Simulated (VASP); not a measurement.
# CdS (P6_3/mmc) in VASP: further runs, part 2 of 2

VASP 6.6.1.

### Step 4. Single point, r2SCAN

File POSCAR:

```
CdS
1.0
    3.8410415740      0.0000000000      0.0000000000
   -1.9205207870      3.3264395801      0.0000000000
    0.0000000000      0.0000000000      6.4452706236
Cd S
2 2
Direct
    0.0000000000      0.0000000000      0.0000000000
    0.0000000000      0.0000000000      0.5000000000
    0.3333333333      0.6666666667      0.2500000000
    0.6666666667      0.3333333333      0.7500000000
```

File INCAR.step1:

```
PREC     = Accurate       # precision mode
ENCUT    = 520            # plane-wave cutoff, eV
ISMEAR   = 0              # smearing method
SIGMA    = 0.01           # smearing width, eV
LREAL    = F              # projectors in reciprocal space
LASPH    = T              # aspherical terms in the spheres
NELM     = 80             # most SCF steps
NBANDS   = 26             # bands
GGA      = PE             # functional
ALGO     = Normal         # electronic algorithm
EDIFF    = 1E-4           # SCF threshold, eV
LWAVE    = T              # write WAVECAR
LCHARG   = F              # write CHGCAR
```

File INCAR.step2:

```
PREC     = Accurate       # precision mode
ENCUT    = 520            # plane-wave cutoff, eV
EDIFF    = 1E-6           # SCF threshold, eV
ISMEAR   = 0              # smearing method
SIGMA    = 0.01           # smearing width, eV
LREAL    = F              # projectors in reciprocal space
LASPH    = T              # aspherical terms in the spheres
NELM     = 80             # most SCF steps
ALGO     = Normal         # electronic algorithm
ISIF     = 2              # what is computed and relaxed
LWAVE    = F              # write WAVECAR
LCHARG   = F              # write CHGCAR
METAGGA  = R2SCAN         # meta-GGA
LMIXTAU  = T            
NBANDS   = 26             # bands
ISTART   = 1
```

File KPOINTS:

```
regular mesh
0
Gamma
  6 6 4
```

Potentials or basis: VASP PAW PBE potentials, release 64 (Cd, S).

On the command line:

```
cat potpaw_PBE.64/Cd/POTCAR potpaw_PBE.64/S/POTCAR > POTCAR
cp INCAR.step1 INCAR
mpirun -np 1 vasp_std > vasp.out
cp INCAR.step2 INCAR
mpirun -np 1 vasp_std > vasp.out
```

OUTCAR:

```text
PREC = Accurate
   ENCUT = 520
   EDIFF = 1E-6
   ISMEAR = 0
   LREAL = F
   LASPH = T
   NELM = 80
   ISIF = 2
   METAGGA = R2SCAN
   ISTART = 1

 ion  position               nearest neighbor table
   1  0.000  0.000  0.000-   3 2.74   4 2.74   4 2.74   3 2.74   4 2.74   3 2.74   2 3.22   2 3.22

   2  0.000  0.000  0.500-   3 2.74   4 2.74   4 2.74   3 2.74   4 2.74   3 2.74   1 3.22   1 3.22

   3  0.333  0.667  0.250-   1 2.74   2 2.74   1 2.74   2 2.74   1 2.74   2 2.74
   4  0.667  0.333  0.750-   1 2.74   2 2.74   1 2.74   2 2.74   1 2.74   2 2.74

  LATTYP: Found a hexagonal cell.
 ALAT       =     3.8410415740
 C/A-ratio  =     1.6780007452

  Lattice vectors:

 A1 = (   3.8410415740,   0.0000000000,   0.0000000000)
 A2 = (  -1.9205207870,   3.3264395801,   0.0000000000)
 A3 = (   0.0000000000,   0.0000000000,   6.4452706236)

Analysis of symmetry for initial positions (statically):
=====================================================================
 Subroutine PRICEL returns:
 Original cell was already a primitive cell.

 Routine SETGRP: Setting up the symmetry group for a
[... 168 lines left out ...]

  energy without entropy =      -58.84872113  energy(sigma->0) =      -58.84872113

 E-fermi :   2.7672     XC(G=0): -10.9018

 val. band max:        2.6576349695   @ k =   0.0000   0.0000   0.0000
 cond. band min:       3.8989721273   @ k =   0.0000   0.0000   0.0000
 fundamental gap:      1.2413371579
 Fermi energy:         2.7672392314

 k-point     1 :       0.0000    0.0000    0.0000
  band No.  band energies     occupation
      1     -10.6517      2.00000
      2      -9.5730      2.00000
      3      -5.6742      2.00000
      4      -5.6387      2.00000
      5      -5.6387      2.00000
      6      -5.3059      2.00000
[... 598 lines left out ...]
     25      11.9464      0.00000
     26      11.9464      0.00000

------------------------ aborting loop because EDIFF is reached ----------------------------------------

  FORCE on cell =-STRESS in cart. coord.  units (eV):
  Direction    XX          YY          ZZ          XY          YZ          ZX
  --------------------------------------------------------------------------------------
  -------------------------------------------------------------------------------------
  Total        0.2352338      0.2352338      0.2427630      0.0000000      0.0000000      0.0000000
  in kB        4.5765741      4.5765741      4.7230586      0.0000000      0.0000000      0.0000000
  external PRESSURE =       4.6254023 kB  Pullay stress =       0.0000000 kB

 VOLUME and BASIS-vectors are now :
 -----------------------------------------------------------------------------
  energy-cutoff  :      520.00
  volume of cell :       82.35
      direct lattice vectors                 reciprocal lattice vectors
     3.841041574  0.000000000  0.000000000     0.260346050  0.150310862  0.000000000
    -1.920520787  3.326439580  0.000000000     0.000000000  0.300621724  0.000000000
     0.000000000  0.000000000  6.445270624     0.000000000  0.000000000  0.155152523

 POSITION                                       TOTAL-FORCE (eV/Angst)
 -----------------------------------------------------------------------------------
      0.00000      0.00000      0.00000        -0.000000      0.000000      0.000000
      0.00000      0.00000      3.22264        -0.000000      0.000000      0.000000
     -0.00000      2.21763      1.61132        -0.000000     -0.000000     -0.000000
      1.92052      1.10881      4.83395         0.000000      0.000000      0.000000
 -----------------------------------------------------------------------------------
    total drift:                               -0.000000      0.000000     -0.000000

  FREE ENERGIE OF THE ION-ELECTRON SYSTEM (eV)
  ---------------------------------------------------
  free  energy   TOTEN  =       -58.8487211287 eV

  energy  without entropy=      -58.8487211287  energy(sigma->0) =      -58.84872113
```

OUTCAR.step1:

```text
PREC = Accurate
   ENCUT = 520
   ISMEAR = 0
   LREAL = F
[... 837 lines left out ...]
      0.00000      0.00000      0.00000        -0.000000      0.000000     -0.000000
      0.00000      0.00000      3.22264        -0.000000      0.000000     -0.000000
     -0.00000      2.21763      1.61132         0.000000     -0.000000      0.000000
      1.92052      1.10881      4.83395        -0.000000      0.000000      0.000000
 -----------------------------------------------------------------------------------
    total drift:                               -0.000000      0.000000     -0.000000

  FREE ENERGIE OF THE ION-ELECTRON SYSTEM (eV)
  ---------------------------------------------------
  free  energy   TOTEN  =       -11.5680434180 eV

  energy  without entropy=      -11.5680434180  energy(sigma->0) =      -11.56804342
```

OSZICAR.step1:

```text
N       E                     dE             d eps       ncg     rms          rms(c)
DAV:   1     0.257984644696E+03    0.25798E+03   -0.18291E+04  1092   0.132E+03
DAV:   2     0.107546555085E+01   -0.25691E+03   -0.24725E+03  1170   0.331E+02
DAV:   3    -0.126090376123E+02   -0.13685E+02   -0.13602E+02  1288   0.773E+01
DAV:   4    -0.127396240942E+02   -0.13059E+00   -0.13050E+00  1274   0.700E+00
DAV:   5    -0.127410766285E+02   -0.14525E-02   -0.14525E-02  1262   0.759E-01    0.109E+01
DAV:   6    -0.116062475808E+02    0.11348E+01   -0.19922E+00  1328   0.145E+01    0.917E+00
DAV:   7    -0.115725033385E+02    0.33744E-01   -0.62843E-01  1202   0.444E+00    0.453E+00
DAV:   8    -0.115692645710E+02    0.32388E-02   -0.63818E-02  1202   0.257E+00    0.485E-01
DAV:   9    -0.115680008835E+02    0.12637E-02   -0.92002E-03  1290   0.114E+00    0.122E-01
DAV:  10    -0.115680434180E+02   -0.42535E-04   -0.78644E-04  1190   0.250E-01
   1 F= -.11568043E+02 E0= -.11568043E+02  d E =-.116332E-51
```

Run time: 2.6 min. Hardware: 1 thread of Intel Xeon Platinum 8259CL at 2.50GHz (Skylake/Cascade Lake), shared host; peak memory 0.22 GiB.

Results:

| Item | Value |
| --- | --- |
| Free energy | -58.8487 eV |
| Pressure | 0.5 GPa |
| Band gap on the k mesh | 1.24 eV, direct |

Caveat: the PAW data sets were made with another functional, which shifts forces and pressure a little.
